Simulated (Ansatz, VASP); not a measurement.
## Mg8O7 in VASP and in Ansatz

```
CELL_PARAMETERS angstrom
-4.27612 4.27597 0.00105
0.00093 4.27585 -4.27529
-4.27418 0.00089 -4.27347
ATOMIC_POSITIONS crystal
Mg 0.99856 0.99858 0.50268
Mg 0.99857 0.50036 0.50257
Mg 0.99942 0.99948 0.00181
Mg 0.99850 0.50040 0.00084
Mg 0.50032 0.99859 0.50269
Mg 0.49942 0.49950 0.50168
Mg 0.50036 0.99859 0.00084
Mg 0.50028 0.50037 0.00086
O 0.24927 0.74946 0.75175
O 0.24933 0.24938 0.75175
O 0.24936 0.74943 0.25167
O 0.74935 0.74939 0.75173
O 0.74934 0.24937 0.75176
O 0.74935 0.74945 0.25168
O 0.74939 0.24934 0.25173
```

Alike in both runs: task single point; functional PBE; k mesh 5 × 5 × 5; occupations gaussian, width 0.02 eV; no spin polarisation.

```csv
,VASP,Ansatz
version,VASP 6.6.1,Ansatz 0.2.0
potentials or method,"VASP PAW PBE potentials, release 64 (Mg, O), cutoff 520 eV","scalar-relativistic, plane waves, PAW"
valence electrons in the cell,58,122
```

```tsv
	VASP	Ansatz	Ansatz less VASP
gap on the k mesh at the Fermi level (eV)	2.43	2.43	+0.004
least direct gap on the mesh (eV)	2.69	2.70	+0.004
pressure (GPa)	-0.7	0.0	+0.64
traceless stress, the component that is largest in VASP (GPa)	0.08	0.09	+0.007
rms of the force components (eV/Å)	0.007	0.003	-0.0033
```

Atom by atom the forces differ by 0.004 eV/Å (rms over components). VASP's potentials hold 58 valence electrons a cell and Ansatz's 122, so a difference there can come from the potentials and not from the codes.
